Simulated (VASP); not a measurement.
## ZnS: single point with PBE

The system is ZnS.

```
Zn S
1.0
     0.00000    2.75805    2.75805
     2.75805    0.00000    2.75805
     2.75805    2.75805    0.00000
Zn S
1 1
Direct
  0.00000 0.00000 0.00000
  0.27500 0.25000 0.23500
```

```json
{
 "Program": "VASP 6.6.1",
 "Task": "single point",
 "Functional": "PBE",
 "Potentials or basis": "VASP PAW PBE potentials, release 64 (Zn, S)",
 "Cutoff": "500 eV",
 "k mesh": "1 × 1 × 1, shifted",
 "Occupations": "gaussian, width 0.01 eV",
 "Spin": "no spin polarisation"
}
```

| Item | Value |
| --- | --- |
| Pressure | 3.1 GPa |
| Largest force | 0.491 eV/Å |
| Band gap on the k mesh | 3.58 eV, indirect (least direct gap 3.58 eV) |

Forces in eV/Å, atoms in the order of the input:
```
Zn  -0.251  0.202  0.371
S    0.251 -0.202 -0.371
```

Stress tensor (GPa, compression positive):
```
 3.11 -1.15 -0.64
-1.15  3.14  0.78
-0.64  0.78  3.05
```

Levels at points of the mesh, in eV from the valence-band top:
```
           k point  band 7  band 8  band 9  band 10  band 11  band 12
(0.50, 0.50, 0.50)   -4.30   -0.26    0.00     3.60     7.12     7.58
(0.50, 0.00, 0.00)   -4.57   -0.22   -0.12     3.78     7.40     7.57
(0.00, 0.00, 0.50)   -4.26   -0.25   -0.01     3.58     7.12     7.54
(0.00, 0.50, 0.00)   -4.37   -0.28    0.00     3.65     7.14     7.64
```

Wall time 3 s on 1 thread of AMD EPYC 7R13 Processor (Zen 3) (shared host), peak memory 0.12 GiB.

Caveat: the k points lie up to 1.97 Å⁻¹ apart. A k mesh can miss the band edges.
